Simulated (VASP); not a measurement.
SrMg, 2 atoms in the cell. It takes space group Pm-3m (No. 221, cubic). The conventional cell has a = 4.053 Å, b = 4.053 Å, c = 4.053 Å, α = 90.00°, β = 90.00°, γ = 90.00°. Sr (site symmetry m-3m) has 8 Mg at 3.51 Å and 6 Sr at 4.05 Å within 4.6 Å. Within 4.6 Å of Mg (site symmetry m-3m) lie 8 Sr at 3.51 Å and 6 Mg at 4.05 Å. 

```yaml
Program: VASP 6.6.1
Task: single point
Functional: LDA
Potentials_or_basis: VASP PAW LDA potentials, release 64 (Sr_sv, Mg)
Cutoff: 520 eV
k_mesh: 5 × 5 × 5
Occupations: methfessel-paxton, width 0.05 eV
Spin: no spin polarisation
Dipole_correction: no
Further_INCAR_settings: ALGO = Normal; EDIFF = 1e-06; NBANDS = 13
```

Potentials or basis: VASP PAW LDA potentials, release 64 (Sr_sv, Mg).

The run is started by

```sh
$ cat potpaw_LDA.64/Sr_sv/POTCAR potpaw_LDA.64/Mg/POTCAR > POTCAR
$ mpirun -np 1 vasp_std > vasp.out
```

Hardware: 1 thread of Intel(R) Xeon(R) 6975P-C (Granite Rapids) (shared host).

Q: Estimate the wall time of this run.

A: It took 3.3 s on 1 thread of Intel(R) Xeon(R) 6975P-C (Granite Rapids), with other jobs on the host, peak memory 0.14 GiB. Counts: scf iterations 11, k points 10.
